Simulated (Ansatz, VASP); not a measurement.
**C: VASP beside Ansatz**

```
C
1.0
     1.22947   -2.12908    0.00000
     1.22947    2.12908    0.00000
     0.00000    0.00000    7.37782
C
4
Cartesian
  0.9739 1.3483 5.5322
  1.4851 0.0712 1.8456
  1.4851 -1.3483 1.8456
  0.9739 -0.0712 5.5322
```

Change from the starting cell: mode 1 frozen in at -0.426 Å and mode 5 at -0.256 Å (largest displacements).

Alike in both runs: task single point; functional PBEsol; k mesh 18 × 18 × 6; occupations gaussian, width 0.15 eV; no spin polarisation.

|  | VASP | Ansatz |
| --- | --- | --- |
| version | VASP 6.6.1 | Ansatz 0.2.0 |
| potentials or method | VASP PAW PBE potentials, release 64 (C), cutoff 600 eV | scalar-relativistic, plane waves, PAW |
| valence electrons in the cell | 16 | 16 |

```csv
,VASP,Ansatz,Ansatz less VASP
gap on the k mesh at the Fermi level (eV),none,none,-
pressure (GPa),0.3,0.0,-0.29
"traceless stress, the component that is largest in VASP (GPa)",-0.58,-0.01,+0.572
```

VASP's potentials were made for PBE, not for PBEsol, and Ansatz warns of the same on its side. A gap of «none» marks a metal or a gap that the smearing closes. With one functional, cell and mesh, what is left measures potentials, basis and numerics.
